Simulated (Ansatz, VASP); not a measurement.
## Two plane-wave programs on SrO

The input POSCAR:

```
SrO
1.0
    0.0000000000      2.5798923271      2.5798923271
    2.5798923271      0.0000000000      2.5798923271
    2.5798923271      2.5798923271      0.0000000000
Sr O
1 1
Direct
    0.0000000000      0.0000000000      0.0000000000
    0.5000000000      0.5000000000      0.5000000000
```

The input INCAR.step1:

```
SYSTEM = SrO
PREC = Accurate
ENCUT = 660
ISMEAR = 0
SIGMA = 0.01
LREAL = .False.
LASPH = .True.
NELM = 120
NBANDS = 15
GGA = PE
ALGO = Normal
EDIFF = 1E-5
LWAVE = .True.
LCHARG = .False.
GGA_COMPAT = .False.
```

File INCAR.step2:

```
SYSTEM = SrO
PREC = Accurate
ENCUT = 660
EDIFF = 1E-6
ISMEAR = 0
SIGMA = 0.01
LREAL = .False.
LASPH = .True.
NELM = 120
ALGO = Normal
ISIF = 2
LWAVE = .False.
LCHARG = .True.
METAGGA = R2SCAN
LMIXTAU = .True.
LELF = .True.
LVHAR = .True.
NBANDS = 15
ISTART = 1
GGA_COMPAT = .False.
```

Contents of KPOINTS:

```
regular mesh
0
Gamma
  6 6 6
  0 0 0
```

Input for Ansatz:

```yaml
crystal:
  lattice:
    - [0.0, 2.5798923271, 2.5798923271]
    - [2.5798923271, 0.0, 2.5798923271]
    - [2.5798923271, 2.5798923271, 0.0]
  atoms:
    - { symbol: Sr, position: [0.0, 0.0, 0.0] }
    - { symbol: O, position: [0.5, 0.5, 0.5] }
kpoints:
  mp_grid: { grid: [6, 6, 6] }
hamiltonian:
  xc: r2scan
scf:
  occupations: { method: fixed }
  n_extra_bands: 4
output:
  forces: true
  stress: true
  eigenvalues: true
```

Alike in both runs: task single point; functional r2SCAN; k mesh 6 × 6 × 6; no spin polarisation.

|  | VASP | Ansatz |
| --- | --- | --- |
| version | VASP 6.6.1 | Ansatz 0.2.0 |
| potentials or method | VASP PAW PBE potentials, release 64 (Sr_sv, O) | plane waves |
| plane-wave cutoff (eV) | 660 | 500 |
| occupations | gaussian, width 0.01 eV | fixed |
| valence electrons in the cell | 16 | 16 |

Ansatz gave:

* gap on the k mesh at the Fermi level (eV): 3.80
* pressure (GPa): 0.0

Problem. Estimate VASP's values.

Solution. gap on the k mesh at the Fermi level (eV): 3.75; pressure (GPa): 0.4.

VASP's potentials were made for PBE, not for r2SCAN.
